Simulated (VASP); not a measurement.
The system is CdTe.

```
CELL_PARAMETERS angstrom
4.53255 0.00000 0.00000
2.26628 3.92531 0.00000
2.26628 1.30844 3.70081
ATOMIC_POSITIONS crystal
Cd 0.00000 0.00000 0.00000
Te 0.25000 0.25000 0.25000
```

```yaml
Program: VASP 6.6.1
Task: relaxation of cell and atoms
Functional: PBE
Potentials_or_basis: VASP PAW PBE potentials, release 64 (Cd, Te)
Cutoff: 600 eV
k_mesh: 6 × 6 × 6
Occupations: gaussian, width 0.01 eV
Spin: no spin polarisation
```

At the start: pressure 4.4 GPa; volume 32.92 Å³/atom.

Task: Where does the relaxation end?

Result: Over 3 steps the energy falls by 42.3 meV/atom and the volume is 36.32 Å³/atom (+10.3 %); space group F-43m (No. 216, to 0.05 Å).

Step by step:
```tsv
step	energy change (eV)	largest force (eV/Å)	pressure (GPa)	volume (Å³)
1	0.0000	0.0000	4.37	65.84
2	-0.0783	0.0000	-0.93	74.78
3	-0.0846	0.0000	0.02	72.63
```

Final structure:
```xyz
2
Lattice="4.6832 0.0000 0.0000 2.3416 4.0558 0.0000 2.3416 1.3519 3.8238" Properties=species:S:1:pos:R:3 pbc="T T T"
Cd    0.0000    0.0000    0.0000
Te    2.3416    1.3519    0.9560
```

Caveat: the volume moved by +10 % from the deposited cell, more than functionals usually miss.
